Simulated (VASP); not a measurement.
A run of VASP 6.6.1 is set up as follows.

The input INCAR:

```
SYSTEM = InP
PREC = Accurate ; ENCUT = 520
EDIFF = 1E-6 ; ISMEAR = -1
SIGMA = 0.15 ; LREAL = .False.
LASPH = .True. ; NELM = 60
ALGO = Normal ; ISIF = 2
LWAVE = .False. ; LCHARG = .True.
GGA = PS ; LELF = .True.
LVHAR = .True. ; NBANDS = 16
```

File KPOINTS:

```
regular mesh
0
Gamma
  14 14 14
  0 0 0
```

POSCAR

```
InP
1.0
    0.0000000000      2.7670908579      2.7670908579
    2.7670908579      0.0000000000      2.7670908579
    2.7670908579      2.7670908579      0.0000000000
In P
1 1
Direct
    0.0000000000      0.0000000000      0.0000000000
    0.5000000000      0.5000000000      0.5000000000
```

Potentials or basis: VASP PAW PBE potentials, release 64 (In_d, P).

The run is started by

```console
$ cat potpaw_PBE.64/In_d/POTCAR potpaw_PBE.64/P/POTCAR > POTCAR
$ mpirun -np 1 vasp_std > vasp.out
```

Q: Estimate the band gap on the k mesh.

A: Zero (bands 9 and 10 overlap by 2.68 eV).

Q: What does it give for the pressure?

A: -3.0 GPa.

Caveat: the PAW data sets were made with another functional, which shifts forces and pressure a little; spin-orbit coupling is left out, which moves the levels of the heavy elements.
